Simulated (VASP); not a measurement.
# Rh (P6_3/mmc) in VASP: further runs

The runs below take Rh through single point, with r2SCAN.

Program: VASP 6.6.1. These are calculated values, not measurements. Logs are shortened: lines on timing, memory, paths and dates and some standing lists are left out, and cuts for length are marked.

**1. The cell of the first run**

Symmetry: P6_3/mmc, No. 194, hexagonal system. The conventional cell has a = 2.635 Å, b = 2.635 Å, c = 8.883 Å, α = 90.00°, β = 90.00°, γ = 120.00°. Within 3.5 Å of Rh (site symmetry -3m) lie 12 Rh at 2.64 to 2.69 Å. Rh (site symmetry -6m2) has 12 Rh at 2.64 to 2.69 Å within 3.5 Å.

This isn't the form of Rh at room conditions, which is fcc.

**2. Single point, r2SCAN (biaxial strain in the a-b plane: -2.0 %)**

Contents of POSCAR:

```
Rh
1.0
    2.6350711011      0.0000000000      0.0000000000
   -1.3175355506      2.2820385144      0.0000000000
    0.0000000000      0.0000000000      8.8827289700
Rh
4
Direct
    0.0000000000      0.0000000000      0.0000000000
    0.3333333333      0.6666666667      0.2500000000
    0.0000000000      0.0000000000      0.5000000000
    0.6666666667      0.3333333333      0.7500000000
```

Contents of INCAR.step1:

```
PREC = Accurate ; ENCUT = 550
ISMEAR = 0 ; SIGMA = 0.1
LREAL = False ; LASPH = True
NELM = 120 ; NBANDS = 38
GGA = PE ; ALGO = Normal
EDIFF = 1E-5 ; LWAVE = True
LCHARG = False ; GGA_COMPAT = False
```

Contents of INCAR.step2:

```
PREC = Accurate ; ENCUT = 550
EDIFF = 1E-6 ; ISMEAR = 0
SIGMA = 0.1 ; LREAL = False
LASPH = True ; NELM = 120
ALGO = Normal ; ISIF = 2
LWAVE = False ; LCHARG = False
METAGGA = R2SCAN ; LMIXTAU = True
NBANDS = 38 ; ISTART = 1
GGA_COMPAT = False
```

Contents of KPOINTS:

```
Automatic mesh
0
Gamma
  24 24 6
```

Potentials or basis: VASP PAW PBE potentials, release 64 (Rh_pv).

Run with:

```
> cat potpaw_PBE.64/Rh_pv/POTCAR > POTCAR
> cp INCAR.step1 INCAR
> mpirun -np 1 vasp_std > vasp.out
> cp INCAR.step2 INCAR
> mpirun -np 1 vasp_std > vasp.out
```

OUTCAR:

```text
PREC = Accurate
   ENCUT = 550
   EDIFF = 1E-6
   ISMEAR = 0
   LREAL = False
   LASPH = True
   NELM = 120
   ISIF = 2
   METAGGA = R2SCAN
   ISTART = 1

 ion  position               nearest neighbor table
   1  0.000  0.000  0.000-   2 2.69   4 2.69   4 2.69   2 2.69   4 2.69   2 2.69
   2  0.333  0.667  0.250-   1 2.69   3 2.69   1 2.69   3 2.69   1 2.69   3 2.69
   3  0.000  0.000  0.500-   2 2.69   4 2.69   4 2.69   2 2.69   4 2.69   2 2.69
   4  0.667  0.333  0.750-   1 2.69   3 2.69   1 2.69   3 2.69   1 2.69   3 2.69

  LATTYP: Found a hexagonal cell.
 ALAT       =     2.6350711011
 C/A-ratio  =     3.3709636777

  Lattice vectors:

 A1 = (   2.6350711011,   0.0000000000,   0.0000000000)
 A2 = (  -1.3175355506,   2.2820385144,   0.0000000000)
 A3 = (   0.0000000000,   0.0000000000,   8.8827289700)

Analysis of symmetry for initial positions (statically):
=====================================================================
 Subroutine PRICEL returns:
 Original cell was already a primitive cell.

 Routine SETGRP: Setting up the symmetry group for a
 hexagonal supercell.

 Subroutine GETGRP returns: Found 24 space group operations
 (whereof 12 operations were pure point group operations)
 out of a pool of 24 trial point group operations.

The static configuration has the point symmetry D_3d.
 The point group associated with its full space group is D_6h.

Analysis of symmetry for dynamics (positions and initial velocities):
=====================================================================
 Subroutine PRICEL returns:
 Original cell was already a primitive cell.

 Routine SETGRP: Setting up the symmetry group for a
 hexagonal supercell.

 Subroutine GETGRP returns: Found 24 space group operations
 (whereof 12 operations were pure point group operations)
 out of a pool of 24 trial point group operations.

The dynamic configuration has the point symmetry D_3d.
 The point group associated with its full space group is D_6h.

 Subroutine INISYM returns: Found 24 space group operations
 (whereof 12 operations are pure point group operations),
 and found     1 'primitive' translations

----------------------------------------------------------------------------------------

                                     Primitive cell

  volume of cell :      53.4148

  direct lattice vectors                    reciprocal lattice vectors
     2.635071101  0.000000000  0.000000000     0.379496401  0.219102349  0.000000000
    -1.317535551  2.282038514  0.000000000     0.000000000  0.438204699  0.000000000
     0.000000000  0.000000000  8.882728970     0.000000000  0.000000000  0.112578016

  length of vectors
     2.635071101  2.635071101  8.882728970     0.438204699  0.438204699  0.112578016

  position of ions in fractional coordinates (direct lattice)
     0.000000000  0.000000000  0.000000000
     0.333333333  0.666666667  0.250000000
     0.000000000  0.000000000  0.500000000
     0.666666667  0.333333333  0.750000000

  ion indices of the primitive-cell ions
   primitive index   ion index
                 1           1
                 2           2
                 3           3
                 4           4

----------------------------------------------------------------------------------------

 KPOINTS: Automatic mesh

Automatic generation of k-mesh.
 Grid dimensions read from file:
 generate k-points for:   24   24    6

 Generating k-lattice:

  Cartesian coordinates                     Fractional coordinates (reciprocal lattice)
     0.015812350  0.009129265  0.000000000     0.041666667  0.000000000  0.000000000
     0.000000000  0.018258529  0.000000000     0.000000000  0.041666667  0.000000000
     0.000000000  0.000000000  0.018763003     0.000000000  0.000000000  0.166666667

  Length of vectors
     0.018258529  0.018258529  0.018763003

  Shift w.r.t. Gamma in fractional coordinates (k-lattice)
     0.000000000  0.000000000  0.000000000

 Subroutine IBZKPT returns following result:
 ===========================================

 Found    244 irreducible k-points:

 Following reciprocal coordinates:
            Coordinates               Weight
  0.000000  0.000000  0.000000      1.000000
  0.041667  0.000000  0.000000      6.000000
  0.083333 -0.000000  0.000000      6.000000
  0.125000 -0.000000  0.000000      6.000000
  0.166667 -0.000000  0.000000      6.000000
  0.208333  0.000000  0.000000      6.000000
[... 16 lines left out ...]
  0.416667  0.041667  0.000000     12.000000
  0.458333  0.041667  0.000000     12.000000
 [... further k-points ...]
   k-points           NKPTS =    244   k-points in BZ     NKDIM =    244   number of bands    NBANDS=     38
   number of dos      NEDOS =    301   number of ions     NIONS =      4
   total plane-waves  NPLWV =  28000
   dimension x,y,z NGX =    20 NGY =   20 NGZ =   70
   dimension x,y,z NGXF=    40 NGYF=   40 NGZF=  140
   ions per type =               4
   NGX,Y,Z   is equivalent  to a cutoff of  12.62, 12.62, 13.10 a.u.
   NGXF,Y,Z  is equivalent  to a cutoff of  25.24, 25.24, 26.20 a.u.
 SYSTEM =  unknown system
   PREC   = accura    normal or accurate (medium, high low for compatibility)
   ISTART =      1    job   : 0-new  1-cont  2-samecut
   ICHARG =      0    charge: 1-file 2-atom 10-const
   ISPIN  =      1    spin polarized calculation?
   LNONCOLLINEAR =      F non collinear calculations
   LSORBIT =      F    spin-orbit coupling
   LASPH  =      T    aspherical Exc in radial PAW
   ENCUT  =  550.0 eV  40.42 Ry    6.36 a.u.   5.04  5.04 16.99*2*pi/ulx,y,z
   NELM   =    120;   NELMIN=  2; NELMDL=  0     # of ELM steps
   EDIFF  = 0.1E-05   stopping-criterion for ELM
   LREAL  =      F    real-space projection
   EDIFFG = 0.1E-04   stopping-criterion for IOM
   NSW    =      0    number of steps for IOM
   IBRION =     -1    ionic relax: 0-MD 1-quasi-New 2-CG
   NFREE  =      0    steps in history (QN), initial steepest desc. (CG)
   ISIF   =      2    stress and relaxation
   ISYM   =      2    0-nonsym 1-usesym 2-fastsym
   POTIM  = 0.5000    time-step for ionic-motion
   TEBEG  =    0.0;   TEEND  =   0.0 temperature during run
   PSTRESS=    0.0 pullay stress
   NELECT =      60.0000    total number of electrons
   NUPDOWN=      -1.0000    fix difference up-down
   EMIN   =  10.00;   EMAX   =-10.00  energy-range for DOS
   EFERMI =   0.00;   METHOD = LEGACY
   ISMEAR =     0;   SIGMA  =   0.10  broadening in eV -4-tet -1-fermi 0-gaus
   EFERMI_NEDOS =   21; number of points for ismear=-14 and -15
   IALGO  =     38    algorithm
   IMIX   =      4    mixing-type and parameters
     AMIX     =   0.40;   BMIX     =  1.00
     AMIX_MAG =   1.60;   BMIX_MAG =  1.00
  volume/ion in A,a.u.               =      13.35        90.12
  Fermi-wavevector in a.u.,A,eV,Ry     =   1.701785  3.215907 39.403451  2.896072
  Thomas-Fermi vector in A             =   2.781674
   LORBIT       =      0    0 simple, 1 ext, 2 COOP (PROOUT), +10 PAW based schemes
   METAGGA = R2SCAN    functional components
   LHFCALC =     F    Hartree Fock is set to
   AEXX    =    0.0000 exact exchange contribution
   IVDW    =     0    specifies the selected vdW correction
   LEPSILON=     F    determine dielectric tensor
   LRPA    =     F    only Hartree local field effects (RPA)
 non-spin polarized calculation
 Gauss-broadening in eV      SIGMA  =   0.10
  energy-cutoff  :      550.00
  volume of cell :       53.41
 maximum number of plane-waves:      1587
   NGX = 11   NGY = 11   NGZ = 33

 number of electron      60.0000007 magnetization

 Free energy of the ion-electron system (eV)
  ---------------------------------------------------
  ext. energy  EPLUGINS =         0.00000000
  ---------------------------------------------------
  free energy    TOTEN  =       -96.37343609 eV

  energy without entropy =      -96.34924439  energy(sigma->0) =      -96.36134024

 E-fermi :  12.2971     XC(G=0): -15.4232

 val. band max:       12.2946975291   @ k =   0.3333   0.2500   0.5000
 cond. band min:      12.2983497825   @ k =   0.2917   0.0417   0.3333
 fundamental gap:      0.0036522534
 Fermi energy:        12.2971278505

 k-point     1 :       0.0000    0.0000    0.0000
  band No.  band energies     occupation
      1     -36.3648      2.00000
      2     -35.9806      2.00000
      3     -35.9618      2.00000
      4     -35.6456      2.00000
      5     -35.6456      2.00000
      6     -35.6058      2.00000
[... 30 lines left out ...]
     37      21.1579      0.00000
     38      27.3309      0.00000

 k-point     2 :       0.0417    0.0000    0.0000
  band No.  band energies     occupation
      1     -36.3600      2.00000
      2     -35.9809      2.00000
      3     -35.9624      2.00000
      4     -35.6583      2.00000
      5     -35.6494      2.00000
      6     -35.6163      2.00000
[... 30 lines left out ...]
     37      21.1474      0.00000
     38      27.4039      0.00000

 k-point     3 :       0.0833   -0.0000    0.0000
  band No.  band energies     occupation
      1     -36.3459      2.00000
      2     -35.9826      2.00000
      3     -35.9652      2.00000
      4     -35.6952      2.00000
      5     -35.6605      2.00000
      6     -35.6466      2.00000
[... 30 lines left out ...]
     37      21.1177      0.00000
     38      27.6074      0.00000

 k-point     4 :       0.1250   -0.0000    0.0000
  band No.  band energies     occupation
      1     -36.3231      2.00000
      2     -35.9884      2.00000
      3     -35.9736      2.00000
      4     -35.7529      2.00000
      5     -35.6932      2.00000
      6     -35.6780      2.00000
[... 30 lines left out ...]
     37      21.0747      0.00000
     38      27.8976      0.00000
[... 703 lines left out ...]
      4     -36.2194      2.00000
      5     -36.0260      2.00000
      6     -35.8415      2.00000
[... 30 lines left out ...]
     37      21.9938      0.00000
     38      22.8192      0.00000

 k-point    23 :       0.4167    0.0417    0.0000
  band No.  band energies     occupation
      1     -36.4090      2.00000
      2     -36.3740      2.00000
      3     -36.3097      2.00000
      4     -36.2639      2.00000
      5     -35.9810      2.00000
      6     -35.8549      2.00000
[... 30 lines left out ...]
     37      22.3390      0.00000
     38      22.6101      0.00000

 k-point    24 :       0.4583    0.0417    0.0000
  band No.  band energies     occupation
      1     -36.4323      2.00000
      2     -36.3954      2.00000
      3     -36.3326      2.00000
      4     -36.2867      2.00000
      5     -35.9463      2.00000
      6     -35.8737      2.00000
[... 30 lines left out ...]
     37      22.2801      0.00000
     38      22.3860      0.00000

 [... further k-points ...]

------------------------ aborting loop because EDIFF is reached ----------------------------------------

  FORCE on cell =-STRESS in cart. coord.  units (eV):
  Direction    XX          YY          ZZ          XY          YZ          ZX
  --------------------------------------------------------------------------------------
  -------------------------------------------------------------------------------------
  Total        4.8810459      4.8810459      0.5355966     -0.0000000      0.0000000     -0.0000000
  in kB      146.4069712    146.4069712     16.0652209     -0.0000000      0.0000000     -0.0000000
  external PRESSURE =     102.9597211 kB  Pullay stress =       0.0000000 kB

 VOLUME and BASIS-vectors are now :
 -----------------------------------------------------------------------------
  energy-cutoff  :      550.00
  volume of cell :       53.41
      direct lattice vectors                 reciprocal lattice vectors
     2.635071101  0.000000000  0.000000000     0.379496401  0.219102349  0.000000000
    -1.317535551  2.282038514  0.000000000     0.000000000  0.438204699  0.000000000
     0.000000000  0.000000000  8.882728970     0.000000000  0.000000000  0.112578016

 POSITION                                       TOTAL-FORCE (eV/Angst)
 -----------------------------------------------------------------------------------
      0.00000      0.00000      0.00000         0.000000      0.000000     -0.000000
     -0.00000      1.52136      2.22068         0.000000     -0.000000      0.000000
      0.00000      0.00000      4.44136         0.000000      0.000000     -0.000000
      1.31754      0.76068      6.66205        -0.000000     -0.000000      0.000000
 -----------------------------------------------------------------------------------
    total drift:                                0.000000     -0.000000      0.000000

  FREE ENERGIE OF THE ION-ELECTRON SYSTEM (eV)
  ---------------------------------------------------
  free  energy   TOTEN  =       -96.3734360929 eV

  energy  without entropy=      -96.3492443906  energy(sigma->0) =      -96.36134024
```

Wall time 18 min (1 thread of AMD EPYC 9R45 (Zen 5), shared host); peak memory 0.42 GiB.

Results:

```yaml
Free_energy: -96.3734 eV
Pressure: 10.3 GPa
Band_gap_on_the_k_mesh: zero (bands 30 and 31 overlap by 2.23 eV)
```

Levels at points of the mesh, in eV from the Fermi level:
```
           k point  band 27  band 28  band 29  band 30  band 31  band 32  band 33  band 34
(0.00, 0.00, 0.00)    -2.86    -1.46    -1.46    -0.81    -0.81    -0.38    -0.38     0.42
(0.50, 0.00, 0.00)     0.59     0.77     0.87     0.95     0.97     1.02     1.50     2.54
(0.00, 0.00, 0.50)    -1.35    -1.35    -1.17    -1.17    -1.17    -1.17     0.08     0.08
(0.50, 0.00, 0.50)    -0.15    -0.15     0.80     0.80     1.00     1.00     3.20     3.20
```

Caveat: the cell differs from its parent crystal (biaxial strain in the a-b plane: -2.0 %); the stress differs along the axes, from 2 to 15 GPa; the PAW data sets were made with another functional, which shifts forces and pressure a little.

**3. Single point, r2SCAN (biaxial strain in the a-b plane: -1.0 %)**

Contents of POSCAR:

```
Rh
1.0
    2.6619595818      0.0000000000      0.0000000000
   -1.3309797909      2.3053246216      0.0000000000
    0.0000000000      0.0000000000      8.8300645690
Rh
4
Direct
    0.0000000000      0.0000000000      0.0000000000
    0.3333333333      0.6666666667      0.2500000000
    0.0000000000      0.0000000000      0.5000000000
    0.6666666667      0.3333333333      0.7500000000
```

Contents of INCAR.step1:

```
PREC = Accurate
ENCUT = 550
ISMEAR = 0
SIGMA = 0.1
LREAL = F
LASPH = T
NELM = 120
NBANDS = 38
GGA = PE
ALGO = Normal
EDIFF = 1E-5
LWAVE = T
LCHARG = F
GGA_COMPAT = F
```

Contents of INCAR.step2:

```
PREC = Accurate
ENCUT = 550
EDIFF = 1E-6
ISMEAR = 0
SIGMA = 0.1
LREAL = F
LASPH = T
NELM = 120
ALGO = Normal
ISIF = 2
LWAVE = F
LCHARG = F
METAGGA = R2SCAN
LMIXTAU = T
NBANDS = 38
ISTART = 1
GGA_COMPAT = F
```

KPOINTS is that of step 2.

Potentials or basis: VASP PAW PBE potentials, release 64 (Rh_pv).

Run with:

```
> cat potpaw_PBE.64/Rh_pv/POTCAR > POTCAR
> cp INCAR.step1 INCAR
> mpirun -np 1 vasp_std > vasp.out
> cp INCAR.step2 INCAR
> mpirun -np 1 vasp_std > vasp.out
```

It took 13 min on 1 thread of Intel Xeon 6975P-C (Granite Rapids), shared host; peak memory 0.46 GiB.

The run converged. Its results:

```yaml
Free_energy: -96.4461 eV
Pressure: 5.4 GPa
Band_gap_on_the_k_mesh: zero (bands 30 and 31 overlap by 2.16 eV)
```

Stress tensor (GPa, compression positive):
```
7.46 0.00 0.00
0.00 7.46 0.00
0.00 0.00 1.29
```

Levels at points of the mesh, in eV from the Fermi level:
```tsv
k point	band 27	band 28	band 29	band 30	band 31	band 32	band 33	band 34
(0.00, 0.00, 0.00)	-2.79	-1.50	-1.50	-0.87	-0.87	-0.38	-0.38	0.42
(0.50, 0.00, 0.00)	0.60	0.66	0.77	0.91	0.93	0.93	1.45	2.51
(0.00, 0.00, 0.50)	-1.20	-1.20	-1.19	-1.19	-1.19	-1.19	0.07	0.07
(0.50, 0.00, 0.50)	-0.15	-0.15	0.69	0.69	0.91	0.91	3.12	3.12
```

Caveat: the cell differs from its parent crystal (biaxial strain in the a-b plane: -1.0 %); the stress differs along the axes, from 1 to 7 GPa; the PAW data sets were made with another functional, which shifts forces and pressure a little.

**4. Single point, r2SCAN**

This run uses another cell than the first one, of 13.74 Å³/atom.

Contents of POSCAR:

```
Rh
1.0
    2.6888480624      0.0000000000      0.0000000000
   -1.3444240312      2.3286107289      0.0000000000
    0.0000000000      0.0000000000      8.7774001680
Rh
4
Direct
    0.0000000000      0.0000000000      0.0000000000
    0.3333333333      0.6666666667      0.2500000000
    0.0000000000      0.0000000000      0.5000000000
    0.6666666667      0.3333333333      0.7500000000
```

Contents of INCAR.step1:

```
SYSTEM = Rh
  PREC = Accurate
  ENCUT = 520
  ISMEAR = 0
  SIGMA = 0.1
  LREAL = .False.
  LASPH = .True.
  NELM = 100
  NBANDS = 38
  GGA = PE
  ALGO = Normal
  EDIFF = 1E-4
  LWAVE = .True.
  LCHARG = .False.
```

Contents of INCAR.step2:

```
SYSTEM = Rh
  PREC = Accurate
  ENCUT = 520
  EDIFF = 1E-6
  ISMEAR = 0
  SIGMA = 0.1
  LREAL = .False.
  LASPH = .True.
  NELM = 100
  ALGO = Normal
  ISIF = 2
  LWAVE = .False.
  LCHARG = .False.
  METAGGA = R2SCAN
  LMIXTAU = .True.
  NBANDS = 38
  ISTART = 1
```

Contents of KPOINTS:

```
regular mesh
0
Gamma
  18 18 6
  0 0 0
```

Run with:

```
> cat potpaw_PBE.64/Rh_pv/POTCAR > POTCAR
> cp INCAR.step1 INCAR
> mpirun -np 1 vasp_std > vasp.out
> cp INCAR.step2 INCAR
> mpirun -np 1 vasp_std > vasp.out
```

Wall time 14 min (1 thread of Intel Xeon Platinum 8488C (Sapphire Rapids), shared host); peak memory 0.33 GiB.

The run converged. Its results:

* Free energy: -96.4734 eV
* Pressure: 1.2 GPa
* Band gap on the k mesh: zero (bands 30 and 31 overlap by 2.09 eV)

Levels at points of the mesh, in eV from the Fermi level:
```csv
k point,band 28,band 29,band 30,band 31,band 32,band 33
"(0.00, 0.00, 0.00)",-1.54,-1.54,-0.92,-0.92,-0.38,-0.38
"(0.50, 0.00, 0.00)",0.61,0.67,0.85,0.87,0.91,1.40
"(0.00, 0.00, 0.50)",-1.22,-1.22,-1.22,-1.06,-1.06,0.06
"(0.50, 0.00, 0.50)",-0.14,0.59,0.59,0.83,0.83,3.05
```

Caveat: the PAW data sets were made with another functional, which shifts forces and pressure a little.

**5. Summary**

```tsv
cell	k mesh	cutoff (eV)	gap on the mesh (eV)	pressure (GPa)
a = 2.635, b = 2.635, c = 8.883 Å, angles 90.0, 90.0, 120.0°, 4 atoms	24 × 24 × 6	550	none	10.3
a = 2.662, b = 2.662, c = 8.830 Å, angles 90.0, 90.0, 120.0°, 4 atoms	24 × 24 × 6	550	none	5.4
a = 2.689, b = 2.689, c = 8.777 Å, angles 90.0, 90.0, 120.0°, 4 atoms	18 × 18 × 6	520	none	1.2
```

Alike in all rows: task single point; level r2SCAN; potentials or basis VASP PAW PBE potentials, release 64 (Rh_pv); no spin polarisation; smearing gaussian 0.1 eV.

Caveats: the PAW data sets were made with another functional, which shifts forces and pressure a little; the stress differs along the axes, from 2 to 15 GPa (at least some runs); the stress differs along the axes, from 1 to 7 GPa (at least some runs).

Absolute energies hang on the potentials; compare differences alone.
